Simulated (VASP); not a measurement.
Here is a VASP 6.6.1 calculation.

Contents of INCAR:

```
PREC = Accurate
ENCUT = 520
EDIFF = 1E-7
ISMEAR = 0
SIGMA = 0.1
LREAL = F
LASPH = T
NELM = 60
ALGO = Normal
ISIF = 2
LWAVE = F
LCHARG = T
GGA = PE
LELF = T
LVHAR = T
NBANDS = 41
```

The input KPOINTS:

```
regular mesh
0
Gamma
  4 4 4
```

File POSCAR:

```
Ti3Si4Ni
1.0
    4.8028964089      0.0000000000      0.0000000000
    0.0052014849      4.8556108009      0.0000000000
    1.0928030720      0.5838045704      4.8316682761
Ti Si Ni
3 4 1
Direct
    0.3624011987      0.1740492622      0.3563685058
    0.7863054094      0.2583152844      0.6941090943
    0.6948865858      0.6551582846      0.0690637040
    0.6209729448      0.7628497841      0.5739031329
    0.8853947737      0.1332114947      0.1917594178
    0.1547369637      0.6672053430      0.3526226704
    0.2524737234      0.4228852092      0.8656072616
    0.2428284006      0.9263253377      0.8965662133
```

Potentials or basis: VASP PAW PBE potentials, release 64 (Ti_sv, Si, Ni).

Launch:

```bash
$ cat potpaw_PBE.64/Ti_sv/POTCAR potpaw_PBE.64/Si/POTCAR potpaw_PBE.64/Ni/POTCAR > POTCAR
$ mpirun -np 1 vasp_std > vasp.out
```

(1) Estimate the pressure.

(2) Estimate the band gap on the k mesh.

(3) Estimate the largest force.

## Answers

(1) -0.2 GPa.

(2) zero (band 31 reaches 9.92 eV, above the bottom of band 32 at 9.74 eV).

(3) 0.069 eV/Å.
